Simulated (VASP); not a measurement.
Here is a VASP 6.6.1 calculation.

INCAR

```
SYSTEM = C
PREC     = Accurate       ! precision mode
ENCUT    = 910            ! plane-wave cutoff, eV
EDIFF    = 1E-7           ! SCF threshold, eV
ISMEAR   = 0              ! smearing method
SIGMA    = 0.1            ! smearing width, eV
LREAL    = .FALSE.        ! projectors in reciprocal space
LASPH    = .TRUE.         ! aspherical terms in the spheres
NELM     = 120            ! most SCF steps
ALGO     = Normal         ! electronic algorithm
ISIF     = 3              ! what is computed and relaxed
LWAVE    = .FALSE.        ! write WAVECAR
LCHARG   = .FALSE.        ! write CHGCAR
GGA      = PE             ! functional
IBRION   = 2              ! ionic algorithm
NSW      = 100            ! ionic steps
EDIFFG   = -0.01          ! ionic threshold
GGA_COMPAT= .FALSE.      
NELMIN   = 4
```

Contents of KPOINTS:

```
Automatic mesh
0
G
  20 20 10
  0 0 0
```

POSCAR

```
C
1.0
    2.3450473335      0.0000000000      0.0000000000
    0.0000000000      2.3450473335      0.0000000000
    0.0000000000      0.0000000000      4.7839537311
C
3
Direct
    0.0000000000      0.0000000000      0.5109174255
    0.0000000000      0.0000000000      0.8174645916
    0.5000000000      0.5000000000      0.4656441429
```

Potentials or basis: VASP PAW PBE potentials, release 64 (C_h).

Launch:

```console
$ cat potpaw_PBE.64/C_h/POTCAR > POTCAR
$ mpirun -np 1 vasp_std > vasp.out
```

Q: Predict the space group after relaxing (to 0.1 Å).

A: P4mm (No. 99).

Q: Estimate the band gap on the k mesh.

A: Zero (bands 6 and 7 overlap by 2.92 eV).

Q: Estimate the relaxed cell.

A: a = 2.348 Å, b = 2.348 Å, c = 4.764 Å, α = 90.00°, β = 90.00°, γ = 90.00°.

The path:
```tsv
step	energy change (eV)	largest force (eV/Å)	pressure (GPa)	volume (Å³)
1	0.0000	0.3456	-0.27	26.31
2	-0.0065	0.1055	-0.02	26.25
3	-0.0070	0.0342	0.07	26.23
4	-0.0070	0.0328	0.08	26.23
5	-0.0070	0.0442	0.20	26.24
6	-0.0071	0.0035	0.14	26.23
7	-0.0071	0.0082	-0.03	26.27
```

Caveat: this functional lacks dispersion, which binds layers or chains, so the pressure and a relaxed spacing across them are unreliable.
